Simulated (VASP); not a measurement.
Set up this calculation in VASP 6.6.1, as the native input.

```yaml
Task: single point
Functional: r2SCAN
Potentials_or_basis: VASP PAW PBE potentials, release 64 (Ba_sv, S)
Cutoff: 520 eV
k_mesh: 6 × 6 × 6
Occupations: gaussian, width 0.05 eV
Spin: no spin polarisation
Dipole_correction: no
Further_INCAR_settings: ALGO = Normal; EDIFF = 1e-07; NBANDS = 15
```

Crystal: BaS.

```
Ba S
1.0
     0.00000    3.32150    2.93825
     3.32150    0.00000    2.93825
     3.32150    3.32150    0.00000
Ba S
1 1
Direct
  0.00000 0.00000 0.00000
  0.50000 0.50000 0.50000
```

This cell differs from its parent crystal: strain +0.040 along x and y, -0.080 along z.

These files were run (other wordings do the same):

POSCAR

```
BaS
1.0
    0.0000000000      3.3215000000      2.9382500000
    3.3215000000      0.0000000000      2.9382500000
    3.3215000000      3.3215000000      0.0000000000
Ba S
1 1
Direct
    0.0000000000      0.0000000000      0.0000000000
    0.5000000000      0.5000000000      0.5000000000
```

INCAR.step1

```
PREC = Accurate ; ENCUT = 520
ISMEAR = 0 ; SIGMA = 0.05
LREAL = False ; LASPH = True
NELM = 100 ; NBANDS = 15
GGA = PE ; ALGO = Normal
EDIFF = 1E-4 ; LWAVE = True
LCHARG = False
```

INCAR.step2

```
PREC = Accurate ; ENCUT = 520
EDIFF = 1E-7 ; ISMEAR = 0
SIGMA = 0.05 ; LREAL = False
LASPH = True ; NELM = 100
ALGO = Normal ; ISIF = 2
LWAVE = False ; LCHARG = False
METAGGA = R2SCAN ; LMIXTAU = True
NBANDS = 15 ; ISTART = 1
```

KPOINTS

```
Automatic mesh
0
Gamma
  6 6 6
```

Potentials or basis: VASP PAW PBE potentials, release 64 (Ba_sv, S).

The run is started by

```bash
$ cat potpaw_PBE.64/Ba_sv/POTCAR potpaw_PBE.64/S/POTCAR > POTCAR
$ cp INCAR.step1 INCAR
$ mpirun -np 1 vasp_std > vasp.out
$ cp INCAR.step2 INCAR
$ mpirun -np 1 vasp_std > vasp.out
```

Results of the run:

```json
{
  "Pressure": "3.8 GPa",
  "Band gap on the k mesh": "1.93 eV (least direct gap 2.18 eV)"
}
```

Caveat: the cell differs from its parent crystal (strain +0.040 along x and y, -0.080 along z); the cell stands under pressure; the PAW data sets were made with another functional, which shifts forces and pressure a little; spin-orbit coupling is left out, which moves the levels of the heavy elements.

Wall time 66 s on 1 thread of Intel(R) Xeon(R) 6975P-C (Granite Rapids), with other jobs on the host, peak memory 0.22 GiB.
